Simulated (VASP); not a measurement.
# BAs (F-43m) in VASP: a series of runs, part 2 of 2

VASP 6.6.1. The steps go on from the part before.

**3. Single point, PBE-based screened hybrid**

Input file POSCAR:

```
BAs
1.0
    0.0000000000      2.3918676038      2.3918676038
    2.3918676038      0.0000000000      2.3918676038
    2.3918676038      2.3918676038      0.0000000000
B As
1 1
Direct
    0.0000000000      0.0000000000      0.0000000000
    0.2500000000      0.2500000000      0.2500000000
```

Input file INCAR.step1:

```
ALGO = Normal
EDIFF = 1E-5
ENCUT = 520
GGA = PE
ISIF = 2
ISMEAR = 0
LASPH = T
LCHARG = F
LREAL = F
LWAVE = T
NBANDS = 11
NELM = 100
PREC = Accurate
SIGMA = 0.01
```

Input file INCAR.step2:

```
AEXX = 0.75
ALGO = Normal
EDIFF = 1E-7
ENCUT = 520
GGA = PE
HFSCREEN = 0.5
ISIF = 2
ISMEAR = 0
ISTART = 1
LASPH = T
LCHARG = F
LHFCALC = T
LREAL = F
LWAVE = F
NBANDS = 11
NELM = 100
PREC = Accurate
PRECFOCK = Normal
SIGMA = 0.01
```

Input file KPOINTS:

```
k-points
0
Gamma
  4 4 4
```

Potentials or basis: VASP PAW PBE potentials, release 64 (B, As).

Launch:

```bash
$ cat potpaw_PBE.64/B/POTCAR potpaw_PBE.64/As/POTCAR > POTCAR
$ cp INCAR.step1 INCAR
$ mpirun -np 1 vasp_std > vasp.out
$ cp INCAR.step2 INCAR
$ mpirun -np 1 vasp_std > vasp.out
```

OUTCAR:

```text
AEXX = 0.75
   EDIFF = 1E-7
   ENCUT = 520
   GGA = PE
   HFSCREEN = 0.5
   ISIF = 2
   ISMEAR = 0
   ISTART = 1
   LASPH = T
   LHFCALC = T
   LREAL = F
   NELM = 100
   PREC = Accurate
   PRECFOCK = Normal

 ion  position               nearest neighbor table
   1  0.000  0.000  0.000-   2 2.07   2 2.07   2 2.07   2 2.07
   2  0.250  0.250  0.250-   1 2.07   1 2.07   1 2.07   1 2.07

  LATTYP: Found a face centered cubic cell.
 ALAT       =     4.7837352076

  Lattice vectors:

 A1 = (   0.0000000000,   2.3918676038,   2.3918676038)
 A2 = (   2.3918676038,   0.0000000000,   2.3918676038)
 A3 = (   2.3918676038,   2.3918676038,   0.0000000000)

Analysis of symmetry for initial positions (statically):
=====================================================================
 Subroutine PRICEL returns:
 Original cell was already a primitive cell.

 Routine SETGRP: Setting up the symmetry group for a
 face centered cubic supercell.

 Subroutine GETGRP returns: Found 24 space group operations
 (whereof 24 operations were pure point group operations)
 out of a pool of 48 trial point group operations.

The static configuration has the point symmetry T_d .

Analysis of symmetry for dynamics (positions and initial velocities):
=====================================================================
 Subroutine PRICEL returns:
 Original cell was already a primitive cell.

 Routine SETGRP: Setting up the symmetry group for a
 face centered cubic supercell.

 Subroutine GETGRP returns: Found 24 space group operations
 (whereof 24 operations were pure point group operations)
 out of a pool of 48 trial point group operations.

The dynamic configuration has the point symmetry T_d .

 Subroutine INISYM returns: Found 24 space group operations
 (whereof 24 operations are pure point group operations),
 and found     1 'primitive' translations

----------------------------------------------------------------------------------------

                                     Primitive cell

  volume of cell :      27.3679

  direct lattice vectors                    reciprocal lattice vectors
     0.000000000  2.391867604  2.391867604    -0.209041671  0.209041671  0.209041671
     2.391867604  0.000000000  2.391867604     0.209041671 -0.209041671  0.209041671
     2.391867604  2.391867604  0.000000000     0.209041671  0.209041671 -0.209041671

  length of vectors
     3.382611605  3.382611605  3.382611605     0.362070795  0.362070795  0.362070795

  position of ions in fractional coordinates (direct lattice)
     0.000000000  0.000000000  0.000000000
     0.250000000  0.250000000  0.250000000

  ion indices of the primitive-cell ions
   primitive index   ion index
                 1           1
                 2           2

----------------------------------------------------------------------------------------

 KPOINTS: k-points
[... 33 lines left out ...]
   k-points           NKPTS =      8   k-points in BZ     NKDIM =     64   number of bands    NBANDS=     11
   number of dos      NEDOS =    301   number of ions     NIONS =      2
   total plane-waves  NPLWV =  21952
   dimension x,y,z NGX =    28 NGY =   28 NGZ =   28
   dimension x,y,z NGXF=    56 NGYF=   56 NGZF=   56
   ions per type =               1   1
   NGX,Y,Z   is equivalent  to a cutoff of  13.76, 13.76, 13.76 a.u.
   NGXF,Y,Z  is equivalent  to a cutoff of  27.52, 27.52, 27.52 a.u.
 SYSTEM =  unknown system
   PREC   = accura    normal or accurate (medium, high low for compatibility)
   ISTART =      1    job   : 0-new  1-cont  2-samecut
   ICHARG =      0    charge: 1-file 2-atom 10-const
   ISPIN  =      1    spin polarized calculation?
   LNONCOLLINEAR =      F non collinear calculations
   LSORBIT =      F    spin-orbit coupling
   LASPH  =      T    aspherical Exc in radial PAW
   ENCUT  =  520.0 eV  38.22 Ry    6.18 a.u.   6.29  6.29  6.29*2*pi/ulx,y,z
   NELM   =    100;   NELMIN=  2; NELMDL=  0     # of ELM steps
   EDIFF  = 0.1E-06   stopping-criterion for ELM
   LREAL  =      F    real-space projection
   EDIFFG = 0.1E-05   stopping-criterion for IOM
   NSW    =      0    number of steps for IOM
   IBRION =     -1    ionic relax: 0-MD 1-quasi-New 2-CG
   NFREE  =      0    steps in history (QN), initial steepest desc. (CG)
   ISIF   =      2    stress and relaxation
   ISYM   =      3    0-nonsym 1-usesym 2-fastsym
   POTIM  = 0.5000    time-step for ionic-motion
   TEBEG  =    0.0;   TEEND  =   0.0 temperature during run
   PSTRESS=    0.0 pullay stress
   NELECT =       8.0000    total number of electrons
   NUPDOWN=      -1.0000    fix difference up-down
   EMIN   =  10.00;   EMAX   =-10.00  energy-range for DOS
   EFERMI =   0.00;   METHOD = LEGACY
   ISMEAR =     0;   SIGMA  =   0.01  broadening in eV -4-tet -1-fermi 0-gaus
   EFERMI_NEDOS =   21; number of points for ismear=-14 and -15
   IALGO  =     38    algorithm
   IMIX   =      1    mixing-type and parameters
     AMIX     =   0.40;   BMIX     =  1.00
     AMIX_MAG =   1.60;   BMIX_MAG =  1.00
  volume/ion in A,a.u.               =      13.68        92.34
  Fermi-wavevector in a.u.,A,eV,Ry     =   1.086487  2.053162 16.061039  1.180453
  Thomas-Fermi vector in A             =   2.222624
   LORBIT       =      0    0 simple, 1 ext, 2 COOP (PROOUT), +10 PAW based schemes
   GGA     = PE    functional components
   LHFCALC =     T    Hartree Fock is set to
   PRECFOCK=normal    Normal, Fast or Accurate (Low or Medium for compatibility)
   ENCUT4O =  -1.0   cutoff for four orbital integrals eV
   NKREDX  =     1    reduce k-point grid by
   NKREDY  =     1    reduce k-point grid by
   NKREDZ  =     1    reduce k-point grid by
   AEXX    =    0.7500 exact exchange contribution
   HFSCREEN=    0.5000 screening length (either q_TF or 0.3 A-1)
   HFSCREENC=   0.5000 screening length for correlation (either q_TF or 0.3 A-1)
   ENCUTFOCK=  -1.0 apply spherical cutoff to Coloumb kernel
   IVDW    =     0    specifies the selected vdW correction
   LEPSILON=     F    determine dielectric tensor
   LRPA    =     F    only Hartree local field effects (RPA)
 non-spin polarized calculation
 Gauss-broadening in eV      SIGMA  =   0.01
  energy-cutoff  :      520.00
  volume of cell :       27.37
 maximum number of plane-waves:       754
 NGX is ok and might be reduce to    28
  NGX = 20; NGY = 20; NGZ = 20

 number of electron       8.0000000 magnetization

 Free energy of the ion-electron system (eV)
  ---------------------------------------------------
  ext. energy  EPLUGINS =         0.00000000
  ---------------------------------------------------
  free energy    TOTEN  =       -14.29120043 eV

  energy without entropy =      -14.29120043  energy(sigma->0) =      -14.29120043

 E-fermi :   5.4978     XC(G=0):  -6.3519

 val. band max:        5.4378201095   @ k =   0.0000   0.0000   0.0000
 cond. band min:       7.7334487810   @ k =   0.5000   0.5000   0.0000
 fundamental gap:      2.2956286716
 Fermi energy:         5.4977588422

 k-point     1 :       0.0000    0.0000    0.0000
  band No.  band energies     occupation
      1     -13.1057      2.00000
      2       5.4378      2.00000
      3       5.4378      2.00000
      4       5.4378      2.00000
      5      10.0231      0.00000
      6      10.0231      0.00000
      7      10.0231      0.00000
      8      12.1465      0.00000
      9      16.7041      0.00000
     10      20.0479      0.00000
     11      20.0479      0.00000
[... 85 lines left out ...]
 k-point     8 :      -0.2500    0.5000    0.2500
  band No.  band energies     occupation
      1      -7.5719      2.00000
      2      -4.3464      2.00000
      3      -0.7366      2.00000
      4      -0.4203      2.00000
      5      12.0608      0.00000
      6      13.4152      0.00000
      7      13.4910      0.00000
      8      14.2031      0.00000
      9      20.3321      0.00000
     10      23.5019      0.00000
     11      23.5709      0.00000

------------------------ aborting loop because EDIFF is reached ----------------------------------------

  FORCE on cell =-STRESS in cart. coord.  units (eV):
  Direction    XX          YY          ZZ          XY          YZ          ZX
  --------------------------------------------------------------------------------------
  -------------------------------------------------------------------------------------
  Total       -0.8071089     -0.8071089     -0.8071089     -0.0000000      0.0000000     -0.0000000
  in kB      -47.2499435    -47.2499435    -47.2499435     -0.0000000      0.0000000     -0.0000000
  external PRESSURE =     -47.2499435 kB  Pullay stress =       0.0000000 kB

 VOLUME and BASIS-vectors are now :
 -----------------------------------------------------------------------------
  energy-cutoff  :      520.00
  volume of cell :       27.37
      direct lattice vectors                 reciprocal lattice vectors
     0.000000000  2.391867604  2.391867604    -0.209041671  0.209041671  0.209041671
     2.391867604  0.000000000  2.391867604     0.209041671 -0.209041671  0.209041671
     2.391867604  2.391867604  0.000000000     0.209041671  0.209041671 -0.209041671

 POSITION                                       TOTAL-FORCE (eV/Angst)
 -----------------------------------------------------------------------------------
      0.00000      0.00000      0.00000         0.000000      0.000000      0.000000
      1.19593      1.19593      1.19593        -0.000000     -0.000000     -0.000000
 -----------------------------------------------------------------------------------
    total drift:                               -0.000000     -0.000000     -0.000001

  FREE ENERGIE OF THE ION-ELECTRON SYSTEM (eV)
  ---------------------------------------------------
  free  energy   TOTEN  =       -14.2912004264 eV

  energy  without entropy=      -14.2912004264  energy(sigma->0) =      -14.29120043
```

Wall time 88 s (1 thread of AMD EPYC 9R45 (Zen 5), shared host); peak memory 0.23 GiB.

What came out:

```yaml
Free_energy: -14.2912 eV
Pressure: -4.7 GPa
Band_gap_on_the_k_mesh: 2.30 eV, indirect (least direct gap 4.59 eV)
```

Levels at points of the mesh, in eV from the valence-band top:
```
           k point  band 2  band 3  band 4  band 5  band 6  band 7
(0.00, 0.00, 0.00)    0.00    0.00    0.00    4.59    4.59    4.59
(0.50, 0.00, 0.00)  -10.30   -2.06   -2.06    4.01    6.16    6.16
(0.50, 0.50, 0.00)  -10.26   -4.67   -4.67    2.30    2.48   14.12
```

Caveat: the k points lie up to 0.57 Å⁻¹ apart; the PAW data sets were made with another functional, which shifts forces and pressure a little.

**4. Single point, PBE**

Input file INCAR:

```
SYSTEM = BAs
ALGO = Normal ; EDIFF = 1E-6
ENCUT = 500 ; GGA = PE
GGA_COMPAT = .FALSE. ; ISIF = 2
ISMEAR = 0 ; LASPH = .TRUE.
LCHARG = .FALSE. ; LREAL = .FALSE.
LWAVE = .FALSE. ; NBANDS = 11
NELM = 120 ; PREC = Accurate
SIGMA = 0.01
```

Input file KPOINTS:

```
k-points
0
G
  4 4 4
  0 0 0
```

POSCAR is that of step 3.

Potentials or basis: VASP PAW PBE potentials, release 64 (B, As).

Launch:

```bash
$ cat potpaw_PBE.64/B/POTCAR potpaw_PBE.64/As/POTCAR > POTCAR
$ mpirun -np 1 vasp_std > vasp.out
```

OUTCAR:

```text
SYSTEM = BAs
   EDIFF = 1E-6
   ENCUT = 500
   GGA = PE
   ISIF = 2
   ISMEAR = 0
   LASPH = .TRUE.
   LREAL = .FALSE.
   NELM = 120
   PREC = Accurate

 ion  position               nearest neighbor table
   1  0.000  0.000  0.000-   2 2.07   2 2.07   2 2.07   2 2.07
   2  0.250  0.250  0.250-   1 2.07   1 2.07   1 2.07   1 2.07

  LATTYP: Found a face centered cubic cell.
 ALAT       =     4.7837352076

  Lattice vectors:

 A1 = (   0.0000000000,   2.3918676038,   2.3918676038)
 A2 = (   2.3918676038,   0.0000000000,   2.3918676038)
 A3 = (   2.3918676038,   2.3918676038,   0.0000000000)

Analysis of symmetry for initial positions (statically):
=====================================================================
 Subroutine PRICEL returns:
 Original cell was already a primitive cell.

 Routine SETGRP: Setting up the symmetry group for a
 face centered cubic supercell.

 Subroutine GETGRP returns: Found 24 space group operations
 (whereof 24 operations were pure point group operations)
 out of a pool of 48 trial point group operations.

The static configuration has the point symmetry T_d .

Analysis of symmetry for dynamics (positions and initial velocities):
[... 153 lines left out ...]
      2       6.1197      2.00000
      3       6.1197      2.00000
      4       6.1197      2.00000
      5       9.3742      0.00000
      6       9.3742      0.00000
      7       9.3742      0.00000
      8      10.7560      0.00000
      9      15.6769      0.00000
     10      19.0272      0.00000
     11      19.0272      0.00000
[... 85 lines left out ...]
 k-point     8 :      -0.2500    0.5000    0.2500
  band No.  band energies     occupation
      1      -4.9258      2.00000
      2      -1.9311      2.00000
      3       0.6411      2.00000
      4       0.9354      2.00000
      5      11.3538      0.00000
      6      12.0298      0.00000
      7      12.8956      0.00000
      8      13.1130      0.00000
      9      18.3674      0.00000
     10      21.5965      0.00000
     11      21.7646      0.00000

------------------------ aborting loop because EDIFF is reached ----------------------------------------

  FORCE on cell =-STRESS in cart. coord.  units (eV):
  Direction    XX          YY          ZZ          XY          YZ          ZX
  --------------------------------------------------------------------------------------
  -------------------------------------------------------------------------------------
  Total        0.5832822      0.5832822      0.5832822      0.0000000      0.0000000      0.0000000
  in kB       34.1466342     34.1466342     34.1466342      0.0000000      0.0000000      0.0000000
  external PRESSURE =      34.1466342 kB  Pullay stress =       0.0000000 kB

 VOLUME and BASIS-vectors are now :
 -----------------------------------------------------------------------------
  energy-cutoff  :      500.00
  volume of cell :       27.37
      direct lattice vectors                 reciprocal lattice vectors
     0.000000000  2.391867604  2.391867604    -0.209041671  0.209041671  0.209041671
     2.391867604  0.000000000  2.391867604     0.209041671 -0.209041671  0.209041671
     2.391867604  2.391867604  0.000000000     0.209041671  0.209041671 -0.209041671

 POSITION                                       TOTAL-FORCE (eV/Angst)
 -----------------------------------------------------------------------------------
      0.00000      0.00000      0.00000         0.000000      0.000000      0.000000
      1.19593      1.19593      1.19593        -0.000000     -0.000000     -0.000000
 -----------------------------------------------------------------------------------
    total drift:                               -0.000000     -0.000000     -0.000000

  FREE ENERGIE OF THE ION-ELECTRON SYSTEM (eV)
  ---------------------------------------------------
  free  energy   TOTEN  =       -11.2301842522 eV

  energy  without entropy=      -11.2301842522  energy(sigma->0) =      -11.23018425
```

It took 4.4 s on 1 thread of Intel Xeon Platinum 8259CL at 2.50GHz (Skylake/Cascade Lake), shared host; peak memory 0.15 GiB.

What came out:

| Property | Result |
| --- | --- |
| Free energy | -11.2302 eV |
| Pressure | 3.4 GPa |
| Band gap on the k mesh | 1.42 eV, indirect (least direct gap 3.25 eV) |

Caveat: the k points lie up to 0.57 Å⁻¹ apart. A k mesh can miss the band edges.

**5. Summary**

| level | cutoff (eV) | grid for exact exchange (PRECFOCK) | share of exact exchange | screening parameter | gap on the mesh (eV) | pressure (GPa) |
| --- | --- | --- | --- | --- | --- | --- |
| PBE-based screened hybrid | 520 | Normal | 0.75 | 0.2078 1/Å | 3.69 | -8.0 |
| PBE-based screened hybrid | 520 | Normal | 0.75 | 0.5 1/Å | 2.30 | -4.7 |
| PBE | 500 | - | - | - | 1.42 | 3.4 |

Alike in all rows: task single point; potentials or basis VASP PAW PBE potentials, release 64 (B, As); no spin polarisation; cell as given; k mesh 4 × 4 × 4; smearing gaussian 0.01 eV.

Caveats: all runs use coarse meshes; the PAW data sets were made with another functional, which shifts forces and pressure a little (some runs).

Total energies depend on the potentials used, so only differences within one code and one set of settings carry meaning.
